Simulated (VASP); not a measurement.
Here is a VASP 6.6.1 calculation.

File INCAR:

```
SYSTEM = KZnF3
PREC     = Accurate       ! precision mode
ENCUT    = 520            ! plane-wave cutoff, eV
EDIFF    = 1E-6           ! SCF threshold, eV
ISMEAR   = -1             ! smearing method
SIGMA    = 0.05           ! smearing width, eV
LREAL    = .FALSE.        ! projectors in reciprocal space
LASPH    = .TRUE.         ! aspherical terms in the spheres
NELM     = 60             ! most SCF steps
ALGO     = Normal         ! electronic algorithm
ISIF     = 2              ! what is computed and relaxed
LWAVE    = .FALSE.        ! write WAVECAR
LCHARG   = .FALSE.        ! write CHGCAR
GGA      = PS             ! functional
NBANDS   = 29             ! bands
```

Contents of KPOINTS:

```
Automatic mesh
0
G
  7 7 7
  0 0 0
```

Contents of POSCAR:

```
KZnF3
1.0
    4.1032955855      0.0000000000      0.0000000000
    0.0000000000      4.1032955855      0.0000000000
    0.0000000000      0.0000000000      4.1032955855
Zn K F
1 1 3
Direct
    0.5000000000      0.5000000000      0.5000000000
    0.0000000000      0.0000000000      0.0000000000
    0.5000000000      0.0000000000      0.5000000000
    0.0000000000      0.5000000000      0.5000000000
    0.5000000000      0.5000000000      0.0000000000
```

Potentials or basis: VASP PAW PBE potentials, release 64 (Zn, K_sv, F).

The run is started by

```bash
$ cat potpaw_PBE.64/Zn/POTCAR potpaw_PBE.64/K_sv/POTCAR potpaw_PBE.64/F/POTCAR > POTCAR
$ mpirun -np 1 vasp_std > vasp.out
```

What does it give for the pressure?

-2.4 GPa.

What does it give for the band gap on the k mesh?

3.65 eV, indirect (least direct gap 5.18 eV).

Caveat: the PAW data sets were made with another functional, which shifts forces and pressure a little. A k mesh can miss the band edges.
